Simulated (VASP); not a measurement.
Here is a VASP 6.6.1 calculation.

Contents of INCAR:

```
ALGO = Fast ; EDIFF = 1E-7
ENCUT = 520 ; GGA = PS
ISIF = 2 ; ISMEAR = 0
IVDW = 12 ; LASPH = True
LCHARG = False ; LREAL = False
LWAVE = False ; NBANDS = 10
NELM = 80 ; PREC = Accurate
SIGMA = 0.15
```

KPOINTS

```
k-points
0
Gamma
  16 16 10
```

File POSCAR:

```
Li
1.0
    0.0000000000     -2.0954789853     -2.0954789853
    0.0000000000      2.0954789853     -2.0954789853
    4.1909579706      0.0000000000      0.0000000000
Li
2
Direct
    0.6521370542      0.5000000000      0.5000000000
   -0.1521370542      0.0000000000      0.0000000000
```

Potentials or basis: VASP PAW PBE potentials, release 64 (Li_sv).

Command:

```sh
$ cat potpaw_PBE.64/Li_sv/POTCAR > POTCAR
$ mpirun -np 1 vasp_std > vasp.out
```

What does it give for the dispersion energy per atom?

-0.165 eV.

What does it give for the largest force?

0.370 eV/Å.

What does it give for the band gap on the k mesh?

Zero (band 3 reaches 3.68 eV, above the bottom of band 4 at -1.20 eV).

Forces in eV/Å, atoms in the order of the input:
```
Li   0.000  0.261  0.261
Li   0.000 -0.261 -0.261
```

Caveat: the cell differs from its parent crystal (mode 4 frozen in at -0.319 Å and mode 5 at -0.319 Å (largest displacements)); the PAW data sets were made with another functional, which shifts forces and pressure a little.
